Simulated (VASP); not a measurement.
# Ir in VASP: single point with PBE

Aim: the single point of Ir with PBE.

Everything below comes from runs of VASP 6.6.1. Logs are shortened: lines on timing, memory, paths and dates and some standing lists are left out, and cuts for length are marked.

## 1. The cell of the first run

The cell holds a slab with vacuum, 12 atoms: a = 5.474 Å, b = 5.474 Å, c = 22.469 Å, α = 90.00°, β = 90.00°, γ = 120.00°.

## 2. Single point, PBE

Contents of INCAR:

```
PREC = Accurate ; ENCUT = 520
EDIFF = 1E-6 ; ISMEAR = 0
SIGMA = 0.1 ; LREAL = False
LASPH = True ; NELM = 100
ALGO = Fast ; ISIF = 2
LWAVE = False ; LCHARG = False
LDIPOL = True ; IDIPOL = 3
DIPOL = 0.5 0.5 0.453 ; GGA = PE
NBANDS = 66
```

Contents of KPOINTS:

```
regular mesh
0
Gamma
  4 4 1
```

Contents of POSCAR:

```
Ir
1.0
    5.4739356049      0.0000000000      0.0000000000
   -2.7369678025      4.7405672926      0.0000000000
    0.0000000000      0.0000000000     22.4694497056
Ir
12
Direct
    0.3333333333      0.1666666667      0.3560389820
    0.3333333333      0.6666666667      0.3560389820
    0.8333333333      0.1666666667      0.3560389820
    0.8333333333      0.6666666667      0.3560389820
    0.6665971620      0.3331812457      0.4528597459
    0.6668679225      0.8335638368      0.4526602675
    0.1666796366      0.3333493588      0.4529550739
    0.1667182154      0.8335636803      0.4526608265
    0.0000080210      0.5003636153      0.5495524995
   -0.0003413896     -0.0007260839      0.5498336458
    0.5003922084      0.5003659077      0.5495491088
    0.5001777957      0.0003316472      0.5494525824
```

Potentials or basis: VASP PAW PBE potentials, release 64 (Ir).

Started as:

```bash
$ cat potpaw_PBE.64/Ir/POTCAR > POTCAR
$ mpirun -np 1 vasp_std > vasp.out
```

OUTCAR:

```text
PREC = Accurate
   ENCUT = 520
   EDIFF = 1E-6
   ISMEAR = 0
   LREAL = False
   LASPH = True
   NELM = 100
   ISIF = 2
   GGA = PE

 ion  position               nearest neighbor table
   1  0.333  0.167  0.356-   8 2.68   5 2.69   7 2.69   3 2.74   3 2.74   4 2.74   4 2.74   2 2.74
                             2 2.74
   2  0.333  0.667  0.356-   8 2.69   6 2.69   7 2.69   4 2.74   4 2.74   3 2.74   3 2.74   1 2.74
                             1 2.74
   3  0.833  0.167  0.356-   6 2.68   5 2.69   7 2.69   1 2.74   1 2.74   2 2.74   2 2.74   4 2.74
                             4 2.74
   4  0.833  0.667  0.356-   6 2.69   8 2.69   5 2.69   2 2.74   2 2.74   1 2.74   1 2.74   3 2.74
                             3 2.74
   5  0.667  0.333  0.453-  12 2.68  11 2.69   9 2.69   3 2.69   1 2.69   4 2.69   8 2.74   6 2.74
                             7 2.74   7 2.74   6 2.74   8 2.74
   6  0.667  0.834  0.453-   3 2.68   4 2.69   2 2.69  12 2.69  11 2.69  10 2.69   5 2.74   7 2.74
                             8 2.74   8 2.74   7 2.74   5 2.74
   7  0.167  0.333  0.453-   9 2.69  11 2.69   2 2.69   1 2.69   3 2.69  10 2.69   6 2.74   8 2.74
                             5 2.74   5 2.74   8 2.74   6 2.74
   8  0.167  0.834  0.453-   1 2.68   4 2.69   2 2.69  12 2.69   9 2.69  10 2.69   5 2.74   7 2.74
                             6 2.74   6 2.74   7 2.74   5 2.74
   9  0.000  0.500  0.550-   7 2.69   5 2.69   8 2.69  10 2.73  11 2.73  12 2.74  12 2.74  11 2.74
                            10 2.74
  10  1.000  0.999  0.550-   7 2.69   8 2.69   6 2.69   9 2.73  11 2.73  12 2.74  12 2.74  11 2.74
                             9 2.74
  11  0.500  0.500  0.550-   7 2.69   5 2.69   6 2.69  10 2.73   9 2.73  12 2.74  12 2.74   9 2.74
                            10 2.74
  12  0.500  0.000  0.549-   5 2.68   8 2.69   6 2.69  11 2.74   9 2.74  10 2.74  10 2.74   9 2.74
                            11 2.74

  LATTYP: Found a hexagonal cell.
 ALAT       =     5.4739356049
 C/A-ratio  =     4.1048070945

  Lattice vectors:

 A1 = (   5.4739356049,   0.0000000000,   0.0000000000)
 A2 = (  -2.7369678025,   4.7405672926,   0.0000000000)
 A3 = (   0.0000000000,   0.0000000000,  22.4694497056)

Analysis of symmetry for initial positions (statically):
=====================================================================
 Subroutine PRICEL returns:
 Original cell was already a primitive cell.

 Routine SETGRP: Setting up the symmetry group for a
 hexagonal supercell.

 Subroutine GETGRP returns: Found  1 space group operations
 (whereof  1 operations were pure point group operations)
 out of a pool of 24 trial point group operations.

The static configuration has the point symmetry C_1 .

Analysis of symmetry for dynamics (positions and initial velocities):
=====================================================================
 Subroutine PRICEL returns:
[... 141 lines left out ...]
   AEXX    =    0.0000 exact exchange contribution
   IVDW    =     0    specifies the selected vdW correction
   LEPSILON=     F    determine dielectric tensor
   LRPA    =     F    only Hartree local field effects (RPA)
 non-spin polarized calculation
 RMM-DIIS sequential band-by-band and
 Gauss-broadening in eV      SIGMA  =   0.10
  energy-cutoff  :      520.00
  volume of cell :      583.07
 maximum number of plane-waves:     15725
 NGX is ok and might be reduce to    42
   NGX = 21   NGY = 21   NGZ = 83

 dipolmoment           0.000000      0.000000      0.000002 electrons x Angstroem

 number of electron     107.9999992 magnetization

 dipolmoment           0.000000      0.000000     -0.000005 electrons x Angstroem

 Free energy of the ion-electron system (eV)
  ---------------------------------------------------
  ext. energy  EPLUGINS =         0.00000000
  ---------------------------------------------------
  free energy    TOTEN  =       -98.78146300 eV

  energy without entropy =      -98.66754030  energy(sigma->0) =      -98.72450165

 E-fermi :  -0.7451     XC(G=0):  -4.9892

 val. band max:       -0.7561657324   @ k =   0.0000   0.2500   0.0000
 cond. band min:      -0.7285595467   @ k =   0.2500   0.0000   0.0000
 fundamental gap:      0.0276061857
 Fermi energy:        -0.7451480757

 k-point     1 :       0.0000    0.0000    0.0000
  band No.  band energies     occupation
      1     -10.8472      2.00000
      2      -8.8133      2.00000
      3      -8.4232      2.00000
      4      -8.1018      2.00000
      5      -8.1011      2.00000
      6      -8.1004      2.00000
[... 679 lines left out ...]
     65       0.0543      0.00000
     66       0.0612      0.00000

------------------------ aborting loop because EDIFF is reached ----------------------------------------

 vacuum level on the upper side and lower side of the slab       (xc-potential included)        -0.136        -0.137

  FORCE on cell =-STRESS in cart. coord.  units (eV):
  Direction    XX          YY          ZZ          XY          YZ          ZX
  --------------------------------------------------------------------------------------
  -------------------------------------------------------------------------------------
  Total      -12.3253326    -12.3174959      0.4738056     -0.0007767     -0.0096892     -0.0024122
  in kB      -33.8677850    -33.8462511      1.3019320     -0.0021343     -0.0266242     -0.0066282
  external PRESSURE =     -22.1373680 kB  Pullay stress =       0.0000000 kB

 VOLUME and BASIS-vectors are now :
 -----------------------------------------------------------------------------
  energy-cutoff  :      520.00
  volume of cell :      583.07
      direct lattice vectors                 reciprocal lattice vectors
     5.473935605  0.000000000  0.000000000     0.182683917  0.105472609  0.000000000
    -2.736967803  4.740567293  0.000000000     0.000000000  0.210945218  0.000000000
     0.000000000  0.000000000 22.469449706     0.000000000  0.000000000  0.044504873

 POSITION                                       TOTAL-FORCE (eV/Angst)
 -----------------------------------------------------------------------------------
      1.36848      0.79009      8.00000        -0.007854      0.009264     -0.037487
     -0.00000      3.16038      8.00000         0.000093     -0.010353     -0.031708
      4.10545      0.79009      8.00000         0.008100      0.009318     -0.037586
      2.73697      3.16038      8.00000         0.000200     -0.003557     -0.052397
      2.73700      1.57947     10.17551         0.000190      0.023393     -0.016731
      1.36895      3.95157     10.17103         0.000747     -0.016640      0.042714
      0.00003      1.58027     10.17765         0.000154      0.005291     -0.015751
     -1.36883      3.95156     10.17104        -0.001067     -0.016735      0.042553
     -1.36944      2.37201     12.34814         0.013904     -0.010934      0.042298
      2.73709      4.73713     12.35446        -0.000484      0.034922     -0.040053
      1.36963      2.37202     12.34807        -0.014253     -0.010833      0.043278
      2.73703      0.00157     12.34590         0.000270     -0.013136      0.060871
 -----------------------------------------------------------------------------------
    total drift:                                0.000003     -0.000000     -0.000031

  FREE ENERGIE OF THE ION-ELECTRON SYSTEM (eV)
  ---------------------------------------------------
  free  energy   TOTEN  =       -98.7814629958 eV

  energy  without entropy=      -98.6675402990  energy(sigma->0) =      -98.72450165

 vacuum level on the upper side and lower side of the slab         4.414         4.412
```

stdout:

```text
POSCAR found type information on POSCAR Ir
 POSCAR found :  1 types and      12 ions
 scaLAPACK will be used
 LDA part: xc-table for (Slater+PW92), standard interpolation
 POSCAR, INCAR and KPOINTS ok, starting setup
 FFT: planning ... GRIDC
 FFT: planning ... GRID_SOFT
 FFT: planning ... GRID
 WAVECAR not read
 entering main loop
```

Run time: 23 min. Hardware: 1 thread of Oxide Virtual Turin-like, shared host; peak memory 0.74 GiB.

What came out:

| Property | Result |
| --- | --- |
| Free energy | -98.7815 eV |
| Largest force | 0.062 eV/Å |
| Band gap on the k mesh | zero (bands 54 and 55 overlap by 1.11 eV) |

Forces in eV/Å, atoms in the order of the input:
```
Ir  -0.008  0.009 -0.037
Ir   0.000 -0.010 -0.032
Ir   0.008  0.009 -0.038
Ir   0.000 -0.004 -0.052
Ir   0.000  0.023 -0.017
Ir   0.001 -0.017  0.043
Ir   0.000  0.005 -0.016
Ir  -0.001 -0.017  0.043
Ir   0.014 -0.011  0.042
Ir   0.000  0.035 -0.040
Ir  -0.014 -0.011  0.043
Ir   0.000 -0.013  0.061
```

Caveat: spin-orbit coupling is left out, which moves the levels of the heavy elements.

The gap in the log of VASP goes by the Fermi energy; the results here count the filled bands.